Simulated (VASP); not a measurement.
# BiTe (P-6m2) in VASP: a series of runs

Runs on BiTe. Level: PBE. Tasks: relaxation of shape and atoms at fixed volume.

Program: VASP 6.6.1. These are calculated values, not measurements. Logs are shortened: lines on timing, memory, paths and dates and some standing lists are left out, and cuts for length are marked.

## (1) The cell of the first run

Symmetry: P-6m2, No. 187, hexagonal system. Conventional cell: a = 4.049 Å, b = 4.049 Å, c = 4.408 Å, α = 90.00°, β = 90.00°, γ = 120.00°. Bi (site symmetry -6m2) has 6 Te at 3.21 Å and 6 Bi at 4.05 Å within 4.2 Å. Te (site symmetry -6m2) has 6 Bi at 3.21 Å and 6 Te at 4.05 Å within 4.2 Å.

## (2) Relaxation of shape and atoms at fixed volume, PBE (31.29 Å³/atom)

File INCAR:

```
PREC = Accurate
ENCUT = 500
EDIFF = 1E-7
ISMEAR = 0
SIGMA = 0.05
LREAL = F
LASPH = T
NELM = 120
ALGO = Normal
ISIF = 4
LWAVE = F
LCHARG = F
GGA = PE
IBRION = 2
NSW = 60
EDIFFG = -0.01
GGA_COMPAT = F
NELMIN = 4
```

File KPOINTS:

```
regular mesh
0
Gamma
  10 10 8
```

File POSCAR:

```
BiTe
1.0
    4.0489029753      0.0000000000      0.0000000000
   -2.0244514877      3.5064528340      0.0000000000
    0.0000000000      0.0000000000      4.4079343700
Bi Te
1 1
Direct
    0.0000000000      0.0000000000      0.0000000000
    0.6666666667      0.3333333333      0.5000000000
```

Potentials or basis: VASP PAW PBE potentials, release 64 (Bi_d, Te).

Run with:

```bash
$ cat potpaw_PBE.64/Bi_d/POTCAR potpaw_PBE.64/Te/POTCAR > POTCAR
$ mpirun -np 1 vasp_std > vasp.out
```

OUTCAR:

```text
PREC = Accurate
   ENCUT = 500
   EDIFF = 1E-7
   ISMEAR = 0
   LREAL = F
   LASPH = T
   NELM = 120
   ISIF = 4
   GGA = PE
   IBRION = 2
   NSW = 60
   EDIFFG = -0.01
   NELMIN = 4

 ion  position               nearest neighbor table
   1  0.000  0.000  0.000-   2 3.21   2 3.21   2 3.21   2 3.21   2 3.21   2 3.21
   2  0.667  0.333  0.500-   1 3.21   1 3.21   1 3.21   1 3.21   1 3.21   1 3.21

  LATTYP: Found a hexagonal cell.
 ALAT       =     4.0489029753
 C/A-ratio  =     1.0886737462

  Lattice vectors:

 A1 = (   4.0489029753,   0.0000000000,   0.0000000000)
 A2 = (  -2.0244514877,   3.5064528340,   0.0000000000)
 A3 = (   0.0000000000,   0.0000000000,   4.4079343700)

Analysis of symmetry for initial positions (statically):
=====================================================================
 Subroutine PRICEL returns:
 Original cell was already a primitive cell.

 Routine SETGRP: Setting up the symmetry group for a
 hexagonal supercell.

 Subroutine GETGRP returns: Found 12 space group operations
 (whereof 12 operations were pure point group operations)
 out of a pool of 24 trial point group operations.

The static configuration has the point symmetry D_3h.

Analysis of symmetry for dynamics (positions and initial velocities):
=====================================================================
 Subroutine PRICEL returns:
 Original cell was already a primitive cell.

 Routine SETGRP: Setting up the symmetry group for a
 hexagonal supercell.

 Subroutine GETGRP returns: Found 12 space group operations
 (whereof 12 operations were pure point group operations)
 out of a pool of 24 trial point group operations.

The dynamic configuration has the point symmetry D_3h.

 Subroutine INISYM returns: Found 12 space group operations
 (whereof 12 operations are pure point group operations),
 and found     1 'primitive' translations

----------------------------------------------------------------------------------------

                                     Primitive cell

  volume of cell :      62.5807

  direct lattice vectors                    reciprocal lattice vectors
     4.048902975  0.000000000  0.000000000     0.246980480  0.142594247  0.000000000
    -2.024451488  3.506452834  0.000000000     0.000000000  0.285188493  0.000000000
     0.000000000  0.000000000  4.407934370     0.000000000  0.000000000  0.226863632

  length of vectors
     4.048902975  4.048902975  4.407934370     0.285188493  0.285188493  0.226863632

  position of ions in fractional coordinates (direct lattice)
     0.000000000  0.000000000  0.000000000
     0.666666667  0.333333333  0.500000000

  ion indices of the primitive-cell ions
   primitive index   ion index
                 1           1
                 2           2

----------------------------------------------------------------------------------------

 KPOINTS: regular mesh

Automatic generation of k-mesh.
 Grid dimensions read from file:
 generate k-points for:   10   10    8

 Generating k-lattice:

  Cartesian coordinates                     Fractional coordinates (reciprocal lattice)
     0.024698048  0.014259425  0.000000000     0.100000000  0.000000000  0.000000000
     0.000000000  0.028518849  0.000000000     0.000000000  0.100000000  0.000000000
     0.000000000  0.000000000  0.028357954     0.000000000  0.000000000  0.125000000

  Length of vectors
     0.028518849  0.028518849  0.028357954

  Shift w.r.t. Gamma in fractional coordinates (k-lattice)
     0.000000000  0.000000000  0.000000000

 Subroutine IBZKPT returns following result:
 ===========================================

 Found     70 irreducible k-points:

 Following reciprocal coordinates:
            Coordinates               Weight
  0.000000  0.000000  0.000000      1.000000
  0.100000  0.000000  0.000000      6.000000
  0.200000  0.000000  0.000000      6.000000
  0.300000 -0.000000  0.000000      6.000000
  0.400000  0.000000  0.000000      6.000000
  0.500000 -0.000000  0.000000      3.000000
[... 16 lines left out ...]
  0.300000  0.100000  0.125000     24.000000
  0.400000  0.100000  0.125000     24.000000
 [... further k-points ...]
   k-points           NKPTS =     70   k-points in BZ     NKDIM =     70   number of bands    NBANDS=     14
   number of dos      NEDOS =    301   number of ions     NIONS =      2
   total plane-waves  NPLWV =  28800
   dimension x,y,z NGX =    30 NGY =   30 NGZ =   32
   dimension x,y,z NGXF=    60 NGYF=   60 NGZF=   64
   ions per type =               1   1
   NGX,Y,Z   is equivalent  to a cutoff of  12.32, 12.32, 12.07 a.u.
   NGXF,Y,Z  is equivalent  to a cutoff of  24.64, 24.64, 24.14 a.u.
 SYSTEM =  unknown system
   PREC   = accura    normal or accurate (medium, high low for compatibility)
   ISTART =      0    job   : 0-new  1-cont  2-samecut
   ICHARG =      2    charge: 1-file 2-atom 10-const
   ISPIN  =      1    spin polarized calculation?
   LNONCOLLINEAR =      F non collinear calculations
   LSORBIT =      F    spin-orbit coupling
   LASPH  =      T    aspherical Exc in radial PAW
   ENCUT  =  500.0 eV  36.75 Ry    6.06 a.u.   7.38  7.38  8.04*2*pi/ulx,y,z
   NELM   =    120;   NELMIN=  4; NELMDL= -5     # of ELM steps
   EDIFF  = 0.1E-06   stopping-criterion for ELM
   LREAL  =      F    real-space projection
   EDIFFG = -.1E-01   stopping-criterion for IOM
   NSW    =     60    number of steps for IOM
   IBRION =      2    ionic relax: 0-MD 1-quasi-New 2-CG
   NFREE  =      1    steps in history (QN), initial steepest desc. (CG)
   ISIF   =      4    stress and relaxation
   ISYM   =      2    0-nonsym 1-usesym 2-fastsym
   POTIM  = 0.5000    time-step for ionic-motion
   TEBEG  =    0.0;   TEEND  =   0.0 temperature during run
   PSTRESS=    0.0 pullay stress
   NELECT =      21.0000    total number of electrons
   NUPDOWN=      -1.0000    fix difference up-down
   EMIN   =  10.00;   EMAX   =-10.00  energy-range for DOS
   EFERMI =   0.00;   METHOD = LEGACY
   ISMEAR =     0;   SIGMA  =   0.05  broadening in eV -4-tet -1-fermi 0-gaus
   EFERMI_NEDOS =   21; number of points for ismear=-14 and -15
   IALGO  =     38    algorithm
   IMIX   =      4    mixing-type and parameters
     AMIX     =   0.40;   BMIX     =  1.00
     AMIX_MAG =   1.60;   BMIX_MAG =  1.00
  volume/ion in A,a.u.               =      31.29       211.16
  Fermi-wavevector in a.u.,A,eV,Ry     =   1.137630  2.149809 17.608693  1.294202
  Thomas-Fermi vector in A             =   2.274335
   LORBIT       =      0    0 simple, 1 ext, 2 COOP (PROOUT), +10 PAW based schemes
   GGA     = PE    functional components
   LHFCALC =     F    Hartree Fock is set to
   AEXX    =    0.0000 exact exchange contribution
   IVDW    =     0    specifies the selected vdW correction
   LEPSILON=     F    determine dielectric tensor
   LRPA    =     F    only Hartree local field effects (RPA)
 conjugate gradient relaxation of ions
 non-spin polarized calculation
 Gauss-broadening in eV      SIGMA  =   0.05
  energy-cutoff  :      500.00
  volume of cell :       62.58
 maximum number of plane-waves:      1636
 NGX is ok and might be reduce to    30
   NGX = 15   NGY = 15   NGZ = 17

--------------------------------------- Ionic step        1  -------------------------------------------

 number of electron      20.9999994 magnetization

 Free energy of the ion-electron system (eV)
  ---------------------------------------------------
  ext. energy  EPLUGINS =         0.00000000
  ---------------------------------------------------
  free energy    TOTEN  =        -6.99128436 eV

  energy without entropy =       -6.98935445  energy(sigma->0) =       -6.99031940

------------------------ aborting loop because EDIFF is reached ----------------------------------------

  FORCE on cell =-STRESS in cart. coord.  units (eV):
  Direction    XX          YY          ZZ          XY          YZ          ZX
  --------------------------------------------------------------------------------------
  -------------------------------------------------------------------------------------
  Total        1.0210335      1.0210335      1.1798256     -0.0000000      0.0000000     -0.0000000
  in kB       26.1402711     26.1402711     30.2056311     -0.0000000      0.0000000     -0.0000000
  external PRESSURE =      27.4953911 kB  Pullay stress =       0.0000000 kB

 VOLUME and BASIS-vectors are now :
 -----------------------------------------------------------------------------
  energy-cutoff  :      500.00
  volume of cell :       62.58
      direct lattice vectors                 reciprocal lattice vectors
     4.048902975  0.000000000  0.000000000     0.246980480  0.142594247  0.000000000
    -2.024451488  3.506452834  0.000000000     0.000000000  0.285188493  0.000000000
     0.000000000  0.000000000  4.407934370     0.000000000  0.000000000  0.226863632
[... 73 lines left out ...]
 POSITION                                       TOTAL-FORCE (eV/Angst)
 -----------------------------------------------------------------------------------
      0.00000     -0.00000     -0.00000        -0.000000      0.000000     -0.000000
      2.01633      1.16413      2.22176         0.000000     -0.000000      0.000000
 -----------------------------------------------------------------------------------
    total drift:                               -0.000000      0.000000      0.000000

  FREE ENERGIE OF THE ION-ELECTRON SYSTEM (eV)
  ---------------------------------------------------
  free  energy   TOTEN  =        -6.9917756173 eV

  energy  without entropy=       -6.9898217669  energy(sigma->0) =       -6.99079869

--------------------------------------- Ionic step        4  -------------------------------------------

 number of electron      20.9999994 magnetization

 Free energy of the ion-electron system (eV)
  ---------------------------------------------------
  ext. energy  EPLUGINS =         0.00000000
  ---------------------------------------------------
  free energy    TOTEN  =        -6.99179752 eV

  energy without entropy =       -6.98978709  energy(sigma->0) =       -6.99079231

 E-fermi :   7.4438     XC(G=0):  -9.8503

 val. band max:        7.4345131115   @ k =   0.3000   0.1000   0.3750
 cond. band min:       7.5138993983   @ k =   0.3000   0.1000   0.0000
 fundamental gap:      0.0793862868
 Fermi energy:         7.4438263633

 k-point     1 :       0.0000    0.0000    0.0000
  band No.  band energies     occupation
      1     -15.8226      2.00000
      2     -15.7912      2.00000
      3     -15.7912      2.00000
      4     -15.7887      2.00000
      5     -15.7887      2.00000
      6      -6.3529      2.00000
      7      -0.9856      2.00000
      8       3.1642      2.00000
      9       6.1645      2.00000
     10       6.1645      2.00000
     11       9.4299      0.00000
     12       9.4299      0.00000
     13      10.7827      0.00000
     14      12.1368      0.00000

 k-point     2 :       0.1000    0.0000    0.0000
  band No.  band energies     occupation
      1     -15.8210      2.00000
      2     -15.7929      2.00000
      3     -15.7916      2.00000
      4     -15.7890      2.00000
      5     -15.7856      2.00000
      6      -6.2494      2.00000
      7      -1.0751      2.00000
      8       3.2829      2.00000
      9       5.7402      2.00000
     10       5.9291      2.00000
[... 362 lines left out ...]
 k-point    24 :       0.4000    0.1000    0.1250
  band No.  band energies     occupation
      1     -15.8095      2.00000
      2     -15.8085      2.00000
      3     -15.7965      2.00000
      4     -15.7830      2.00000
      5     -15.7573      2.00000
      6      -4.4732      2.00000
      7      -2.8949      2.00000
      8       3.2029      2.00000
      9       4.3394      2.00000
     10       5.4583      2.00000
     11       6.6916      2.00000
     12       8.9988      0.00000
     13       9.7746      0.00000
     14      11.4718      0.00000

 [... further k-points ...]
[... 5 lines left out ...]
  --------------------------------------------------------------------------------------
  -------------------------------------------------------------------------------------
  Total        1.0128438      1.0128438      1.0146491     -0.0000000     -0.0000000      0.0000000
  in kB       25.9305990     25.9305990     25.9768192     -0.0000000     -0.0000000      0.0000000
  external PRESSURE =      25.9460057 kB  Pullay stress =       0.0000000 kB

 VOLUME and BASIS-vectors are now :
 -----------------------------------------------------------------------------
  energy-cutoff  :      500.00
  volume of cell :       62.58
      direct lattice vectors                 reciprocal lattice vectors
     4.035530659 -0.000000000 -0.000000000     0.247798886  0.143066753  0.000000000
    -2.017765330  3.494872068  0.000000000     0.000000000  0.286133507  0.000000000
    -0.000000000  0.000000000  4.437195430     0.000000000 -0.000000000  0.225367581

 POSITION                                       TOTAL-FORCE (eV/Angst)
 -----------------------------------------------------------------------------------
      0.00000     -0.00000     -0.00000         0.000000     -0.000000      0.000000
      2.01777      1.16496      2.21860        -0.000000      0.000000     -0.000000
 -----------------------------------------------------------------------------------
    total drift:                               -0.000000      0.000000      0.000000

  FREE ENERGIE OF THE ION-ELECTRON SYSTEM (eV)
  ---------------------------------------------------
  free  energy   TOTEN  =        -6.9917975216 eV

  energy  without entropy=       -6.9897870947  energy(sigma->0) =       -6.99079231

 reached required accuracy - stopping structural energy minimisation
```

It took 51 s on 1 thread of Intel Xeon 6975P-C (Granite Rapids), shared host; peak memory 0.22 GiB.

What came out:

| Quantity | Value |
| --- | --- |
| Free energy | -6.9918 eV |
| Energy gained by relaxing | 0.3 meV/atom |
| Ionic steps | 4 |
| Pressure after relaxing | 2.6 GPa |
| Band gap on the k mesh | zero (an odd number of electrons rules out a gap without spin polarisation) |

The path:
```
step  energy change (eV)  largest force (eV/Å)  pressure (GPa)  volume (Å³)
   1              0.0000                0.0000            2.75        62.58
   2             -0.0003                0.0000            2.69        62.58
   3             -0.0005                0.0000            2.56        62.58
   4             -0.0005                0.0000            2.59        62.58
```

Final structure:
```
CELL_PARAMETERS angstrom
4.03553 0.00000 0.00000
-2.01777 3.49487 0.00000
0.00000 0.00000 4.43720
ATOMIC_POSITIONS crystal
Bi 0.00000 0.00000 0.00000
Te 0.66667 0.33333 0.50000
```

Caveat: spin-orbit coupling is left out, which moves the levels of the heavy elements.

(Part 1 of 2 ends here.)

The gap in the log of VASP goes by the Fermi energy; the results here count the filled bands.